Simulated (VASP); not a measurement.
# Ag (Fm-3m) in VASP: notebook

Ag is run at these levels: B3LYP5; tasks: single point.

Everything below comes from runs of VASP 6.6.1. Logs are shortened: lines on timing, memory, paths and dates and some standing lists are left out, and cuts for length are marked.

## Step 1: The cell of the first run

Symmetry: Fm-3m, No. 225, cubic system. The conventional cell has a = 4.058 Å, b = 4.058 Å, c = 4.058 Å, α = 90.00°, β = 90.00°, γ = 90.00°. Ag (site symmetry m-3m) has 12 Ag at 2.87 Å within 3.8 Å.

## Step 2: Single point, B3LYP5

File POSCAR:

```
Ag
1.0
    0.0000000000      2.0290398554      2.0290398554
    2.0290398554      0.0000000000      2.0290398554
    2.0290398554      2.0290398554      0.0000000000
Ag
1
Direct
    0.0000000000      0.0000000000      0.0000000000
```

File INCAR.step1:

```
SYSTEM = Ag
PREC = Accurate
ENCUT = 520
EDIFF = 1E-5
ISMEAR = -1
SIGMA = 0.05
LREAL = .FALSE.
LASPH = .TRUE.
NELM = 100
ALGO = Normal
ISIF = 2
LWAVE = .TRUE.
LCHARG = .FALSE.
NBANDS = 12
GGA = PE
```

File INCAR.step2:

```
SYSTEM = Ag
PREC = Accurate
ENCUT = 520
EDIFF = 1E-6
ISMEAR = -1
SIGMA = 0.05
LREAL = .FALSE.
LASPH = .TRUE.
NELM = 100
ALGO = Normal
ISIF = 2
LWAVE = .FALSE.
LCHARG = .FALSE.
GGA = B5
LHFCALC = .TRUE.
AEXX = 0.2
AGGAX = 0.72
AGGAC = 0.81
ALDAC = 0.19
PRECFOCK = Normal
NBANDS = 12
ISTART = 1
```

File KPOINTS:

```
Automatic mesh
0
G
  6 6 6
  0 0 0
```

Potentials or basis: VASP PAW PBE potentials, release 64 (Ag).

Run with:

```sh
cat potpaw_PBE.64/Ag/POTCAR > POTCAR
cp INCAR.step1 INCAR
mpirun -np 1 vasp_std > vasp.out
cp INCAR.step2 INCAR
mpirun -np 1 vasp_std > vasp.out
```

OUTCAR:

```text
SYSTEM = Ag
   PREC = Accurate
   ENCUT = 520
   EDIFF = 1E-6
   ISMEAR = -1
   LREAL = .FALSE.
   LASPH = .TRUE.
   NELM = 100
   ISIF = 2
   GGA = B5
   LHFCALC = .TRUE.
   AEXX = 0.2
   PRECFOCK = Normal
   ISTART = 1

 ion  position               nearest neighbor table
   1  0.000  0.000  0.000-

  LATTYP: Found a face centered cubic cell.
 ALAT       =     4.0580797108

  Lattice vectors:

 A1 = (   0.0000000000,   2.0290398554,   2.0290398554)
 A2 = (   2.0290398554,   0.0000000000,   2.0290398554)
 A3 = (   2.0290398554,   2.0290398554,   0.0000000000)

Analysis of symmetry for initial positions (statically):
=====================================================================
 Subroutine PRICEL returns:
 Original cell was already a primitive cell.

 Routine SETGRP: Setting up the symmetry group for a
 face centered cubic supercell.

 Subroutine GETGRP returns: Found 48 space group operations
 (whereof 48 operations were pure point group operations)
 out of a pool of 48 trial point group operations.

The static configuration has the point symmetry O_h .

Analysis of symmetry for dynamics (positions and initial velocities):
=====================================================================
 Subroutine PRICEL returns:
 Original cell was already a primitive cell.

 Routine SETGRP: Setting up the symmetry group for a
 face centered cubic supercell.

 Subroutine GETGRP returns: Found 48 space group operations
 (whereof 48 operations were pure point group operations)
 out of a pool of 48 trial point group operations.

The dynamic configuration has the point symmetry O_h .

 Subroutine INISYM returns: Found 48 space group operations
 (whereof 48 operations are pure point group operations),
 and found     1 'primitive' translations

----------------------------------------------------------------------------------------

                                     Primitive cell

  volume of cell :      16.7071

  direct lattice vectors                    reciprocal lattice vectors
     0.000000000  2.029039855  2.029039855    -0.246421971  0.246421971  0.246421971
     2.029039855  0.000000000  2.029039855     0.246421971 -0.246421971  0.246421971
     2.029039855  2.029039855  0.000000000     0.246421971  0.246421971 -0.246421971

  length of vectors
     2.869495682  2.869495682  2.869495682     0.426815374  0.426815374  0.426815374

  position of ions in fractional coordinates (direct lattice)
     0.000000000  0.000000000  0.000000000

  ion indices of the primitive-cell ions
   primitive index   ion index
                 1           1

----------------------------------------------------------------------------------------

 KPOINTS: Automatic mesh

Automatic generation of k-mesh.
 Grid dimensions read from file:
 generate k-points for:    6    6    6

 Generating k-lattice:

  Cartesian coordinates                     Fractional coordinates (reciprocal lattice)
    -0.041070328  0.041070328  0.041070328     0.166666667  0.000000000  0.000000000
     0.041070328 -0.041070328  0.041070328     0.000000000  0.166666667  0.000000000
     0.041070328  0.041070328 -0.041070328     0.000000000  0.000000000  0.166666667

  Length of vectors
     0.071135896  0.071135896  0.071135896

  Shift w.r.t. Gamma in fractional coordinates (k-lattice)
     0.000000000  0.000000000  0.000000000

 Subroutine IBZKPT returns following result:
 ===========================================

 Found     16 irreducible k-points:

 Following reciprocal coordinates:
            Coordinates               Weight
  0.000000  0.000000  0.000000      1.000000
  0.166667  0.000000  0.000000      8.000000
  0.333333  0.000000  0.000000      8.000000
  0.500000  0.000000  0.000000      4.000000
  0.166667  0.166667  0.000000      6.000000
  0.333333  0.166667  0.000000     24.000000
[... 8 lines left out ...]
 -0.333333  0.333333  0.166667     24.000000
 -0.333333  0.500000  0.166667     12.000000
   k-points           NKPTS =     16   k-points in BZ     NKDIM =    216   number of bands    NBANDS=     12
   number of dos      NEDOS =    301   number of ions     NIONS =      1
   total plane-waves  NPLWV =  13824
   dimension x,y,z NGX =    24 NGY =   24 NGZ =   24
   dimension x,y,z NGXF=    48 NGYF=   48 NGZF=   48
   ions per type =               1
   NGX,Y,Z   is equivalent  to a cutoff of  13.90, 13.90, 13.90 a.u.
   NGXF,Y,Z  is equivalent  to a cutoff of  27.81, 27.81, 27.81 a.u.
 SYSTEM =  Ag
   PREC   = accura    normal or accurate (medium, high low for compatibility)
   ISTART =      1    job   : 0-new  1-cont  2-samecut
   ICHARG =      0    charge: 1-file 2-atom 10-const
   ISPIN  =      1    spin polarized calculation?
   LNONCOLLINEAR =      F non collinear calculations
   LSORBIT =      F    spin-orbit coupling
   LASPH  =      T    aspherical Exc in radial PAW
   ENCUT  =  520.0 eV  38.22 Ry    6.18 a.u.   5.34  5.34  5.34*2*pi/ulx,y,z
   NELM   =    100;   NELMIN=  2; NELMDL=  0     # of ELM steps
   EDIFF  = 0.1E-05   stopping-criterion for ELM
   LREAL  =      F    real-space projection
   EDIFFG = 0.1E-04   stopping-criterion for IOM
   NSW    =      0    number of steps for IOM
   IBRION =     -1    ionic relax: 0-MD 1-quasi-New 2-CG
   NFREE  =      0    steps in history (QN), initial steepest desc. (CG)
   ISIF   =      2    stress and relaxation
   ISYM   =      3    0-nonsym 1-usesym 2-fastsym
   POTIM  = 0.5000    time-step for ionic-motion
   TEBEG  =    0.0;   TEEND  =   0.0 temperature during run
   PSTRESS=    0.0 pullay stress
   NELECT =      11.0000    total number of electrons
   NUPDOWN=      -1.0000    fix difference up-down
   EMIN   =  10.00;   EMAX   =-10.00  energy-range for DOS
   EFERMI =   0.00;   METHOD = LEGACY
   ISMEAR =    -1;   SIGMA  =   0.05  broadening in eV -4-tet -1-fermi 0-gaus
   EFERMI_NEDOS =   21; number of points for ismear=-14 and -15
   IALGO  =     38    algorithm
   IMIX   =      1    mixing-type and parameters
     AMIX     =   0.40;   BMIX     =  1.00
     AMIX_MAG =   1.60;   BMIX_MAG =  1.00
  volume/ion in A,a.u.               =      16.71       112.75
  Fermi-wavevector in a.u.,A,eV,Ry     =   1.424203  2.691353 27.597424  2.028353
  Thomas-Fermi vector in A             =   2.544719
   LORBIT       =      0    0 simple, 1 ext, 2 COOP (PROOUT), +10 PAW based schemes
   GGA     = B5    functional components
   LHFCALC =     T    Hartree Fock is set to
   PRECFOCK=normal    Normal, Fast or Accurate (Low or Medium for compatibility)
   ENCUT4O =  -1.0   cutoff for four orbital integrals eV
   NKREDX  =     1    reduce k-point grid by
   NKREDY  =     1    reduce k-point grid by
   NKREDZ  =     1    reduce k-point grid by
   AEXX    =    0.2000 exact exchange contribution
   HFSCREEN=    0.0000 screening length (either q_TF or 0.3 A-1)
   HFSCREENC=   0.0000 screening length for correlation (either q_TF or 0.3 A-1)
   ENCUTFOCK=  -1.0 apply spherical cutoff to Coloumb kernel
   IVDW    =     0    specifies the selected vdW correction
   LEPSILON=     F    determine dielectric tensor
   LRPA    =     F    only Hartree local field effects (RPA)
 non-spin polarized calculation
  energy-cutoff  :      520.00
  volume of cell :       16.71
 maximum number of plane-waves:       464
 NGX is ok and might be reduce to    24
  NGX = 18; NGY = 18; NGZ = 18

 number of electron      11.0000000 magnetization

 Free energy of the ion-electron system (eV)
  ---------------------------------------------------
  ext. energy  EPLUGINS =         0.00000000
  ---------------------------------------------------
  free energy    TOTEN  =        -2.29115119 eV

  energy without entropy =       -2.28374707  energy(sigma->0) =       -2.28744913

 E-fermi :   8.6964     XC(G=0):  -9.7228

 val. band max:        8.6706541009   @ k =   0.5000   0.3333   0.1667
 cond. band min:       9.9118800161   @ k =   0.5000   0.1667   0.0000
 fundamental gap:      1.2412259152
 Fermi energy:         8.6963707857

 k-point     1 :       0.0000    0.0000    0.0000
  band No.  band energies     occupation
      1       0.0524      2.00000
      2       2.6297      2.00000
      3       2.6297      2.00000
      4       2.6297      2.00000
      5       3.7340      2.00000
      6       3.7340      2.00000
      7      26.4107      0.00000
      8      30.0709      0.00000
      9      30.0709      0.00000
     10      30.0709      0.00000
     11      35.2550      0.00000
     12      36.4584      0.00000

 k-point     2 :       0.1667    0.0000    0.0000
  band No.  band energies     occupation
      1       0.9103      2.00000
      2       2.5837      2.00000
      3       2.8234      2.00000
      4       2.8234      2.00000
      5       3.7145      2.00000
      6       3.7145      2.00000
      7      24.7333      0.00000
      8      27.3553      0.00000
      9      30.3854      0.00000
     10      30.3854      0.00000
     11      33.6283      0.00000
     12      35.0629      0.00000

 k-point     3 :       0.3333    0.0000    0.0000
  band No.  band energies     occupation
      1       1.2400      2.00000
      2       2.7460      2.00000
      3       2.7460      2.00000
      4       4.2407      2.00000
      5       4.2407      2.00000
      6       4.9351      2.00000
      7      18.1250      0.00000
      8      26.3975      0.00000
      9      29.4916      0.00000
     10      29.4916      0.00000
     11      33.5872      0.00000
     12      33.5872      0.00000

 k-point     4 :       0.5000    0.0000    0.0000
  band No.  band energies     occupation
      1       1.0383      2.00000
      2       2.6004      2.00000
      3       2.6004      2.00000
      4       4.6725      2.00000
      5       4.6725      2.00000
      6       8.4307      1.99020
      7      13.4023      0.00000
      8      25.6304      0.00000
      9      28.3351      0.00000
     10      28.3351      0.00000
     11      33.6632      0.00000
     12      33.6632      0.00000

 k-point     5 :       0.1667    0.1667    0.0000
  band No.  band energies     occupation
      1       1.2176      2.00000
      2       2.1924      2.00000
      3       3.0909      2.00000
      4       3.0909      2.00000
      5       3.4393      2.00000
      6       3.9403      2.00000
      7      26.8793      0.00000
      8      27.4631      0.00000
      9      27.4631      0.00000
     10      27.7077      0.00000
     11      32.8996      0.00000
     12      36.2602      0.00000
[... 108 lines left out ...]
      1       0.9167      2.00000
      2       1.0291      2.00000
      3       4.5968      2.00000
      4       4.9313      2.00000
      5       4.9313      2.00000
      6      11.2205      0.00000
      7      16.8633      0.00000
      8      20.8453      0.00000
      9      20.8453      0.00000
     10      27.9170      0.00000
     11      27.9807      0.00000
     12      40.2800      0.00000

 k-point    14 :       0.5000    0.3333    0.1667
  band No.  band energies     occupation
      1       1.8855      2.00000
      2       2.0247      2.00000
      3       2.7466      2.00000
      4       4.0202      2.00000
      5       4.1995      2.00000
      6       8.6707      1.25164
      7      19.8105      0.00000
      8      19.8380      0.00000
      9      23.3637      0.00000
     10      31.0502      0.00000
     11      31.6285      0.00000
     12      36.2375      0.00000

 k-point    15 :      -0.3333    0.3333    0.1667
  band No.  band energies     occupation
      1       1.9445      2.00000
      2       2.0611      2.00000
      3       2.7685      2.00000
      4       3.6419      2.00000
      5       4.6432      2.00000
      6      13.3956      0.00000
      7      14.2765      0.00000
      8      20.4636      0.00000
      9      21.1279      0.00000
     10      30.4519      0.00000
     11      33.7424      0.00000
     12      38.7248      0.00000

 k-point    16 :      -0.3333    0.5000    0.1667
  band No.  band energies     occupation
      1       1.4697      2.00000
      2       1.6520      2.00000
      3       3.3929      2.00000
      4       4.0430      2.00000
      5       4.9282      2.00000
      6      13.7712      0.00000
      7      17.0099      0.00000
      8      18.1231      0.00000
      9      18.8920      0.00000
     10      30.7944      0.00000
     11      32.6684      0.00000
     12      36.4536      0.00000

------------------------ aborting loop because EDIFF is reached ----------------------------------------

  FORCE on cell =-STRESS in cart. coord.  units (eV):
  Direction    XX          YY          ZZ          XY          YZ          ZX
  --------------------------------------------------------------------------------------
  -------------------------------------------------------------------------------------
  Total        1.4359158      1.4359158      1.4359158      0.0000000      0.0000000      0.0000000
  in kB      137.7012343    137.7012343    137.7012343      0.0000000      0.0000000      0.0000000
  external PRESSURE =     137.7012343 kB  Pullay stress =       0.0000000 kB

 VOLUME and BASIS-vectors are now :
 -----------------------------------------------------------------------------
  energy-cutoff  :      520.00
  volume of cell :       16.71
      direct lattice vectors                 reciprocal lattice vectors
     0.000000000  2.029039855  2.029039855    -0.246421971  0.246421971  0.246421971
     2.029039855  0.000000000  2.029039855     0.246421971 -0.246421971  0.246421971
     2.029039855  2.029039855  0.000000000     0.246421971  0.246421971 -0.246421971

 POSITION                                       TOTAL-FORCE (eV/Angst)
 -----------------------------------------------------------------------------------
      0.00000      0.00000      0.00000         0.000000      0.000000      0.000000
 -----------------------------------------------------------------------------------
    total drift:                               -0.000000     -0.000000     -0.000000

  FREE ENERGIE OF THE ION-ELECTRON SYSTEM (eV)
  ---------------------------------------------------
  free  energy   TOTEN  =        -2.2911511883 eV

  energy  without entropy=       -2.2837470661  energy(sigma->0) =       -2.28744913
```

It took 25 min on 1 thread of Intel Xeon 8259CL, shared host; peak memory 0.13 GiB.

What came out:

```yaml
Free_energy: -2.2912 eV
Pressure: 13.8 GPa
Band_gap_on_the_k_mesh: zero (an odd number of electrons rules out a gap without spin polarisation)
```

Caveat: the k points lie up to 0.45 Å⁻¹ apart, too coarse for converged energies and pressures of a metal; the PAW data sets were made with another functional, which shifts forces and pressure a little.

(Part 1 of 2 ends here.)

The gap in the log of VASP goes by the Fermi energy; the results here count the filled bands.